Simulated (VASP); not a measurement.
Set up this calculation in VASP 6.6.1, as the native input.

```
Task                   : single point
Functional             : PBE
Potentials or basis    : VASP PAW PBE potentials, release 64 (Zn, O)
Cutoff                 : 520 eV
k mesh                 : 9 × 9 × 4
Occupations            : fermi-dirac, width 0.05 eV
Spin                   : no spin polarisation
Dipole correction      : no
Further INCAR settings : ALGO = Normal; EDIFF = 1e-06; NBANDS = 26
```

The structure of ZnO lies in POSCAR:

```
ZnO
1.0
    3.2435297227      0.0000000000      0.0000000000
   -1.6217648613      2.8089791378      0.0000000000
    0.0000000000      0.0000000000      7.0340722211
Zn O
2 2
Direct
    0.0000000000      0.0000000000      0.2500000000
    0.0000000000      0.0000000000      0.7500000000
    0.6666666667      0.3333333333      0.7500000000
    0.3333333333      0.6666666667      0.2500000000
```

These files were run (other wordings do the same):

INCAR

```
SYSTEM = ZnO
PREC = Accurate ; ENCUT = 520
EDIFF = 1E-6 ; ISMEAR = -1
SIGMA = 0.05 ; LREAL = .FALSE.
LASPH = .TRUE. ; NELM = 100
ALGO = Normal ; ISIF = 2
LWAVE = .FALSE. ; LCHARG = .FALSE.
GGA = PE ; NBANDS = 26
```

KPOINTS

```
regular mesh
0
G
  9 9 4
  0 0 0
```

Potentials or basis: VASP PAW PBE potentials, release 64 (Zn, O).

Run with:

```bash
$ cat potpaw_PBE.64/Zn/POTCAR potpaw_PBE.64/O/POTCAR > POTCAR
$ mpirun -np 1 vasp_std > vasp.out
```

Results of the run:

```
Pressure               : 4.2 GPa
Band gap on the k mesh : 0.82 eV, direct
```

Run time: 32 s on 1 thread of Intel(R) Xeon(R) Platinum 8559C (Emerald Rapids), with other jobs on the host, peak memory 0.2 GiB.
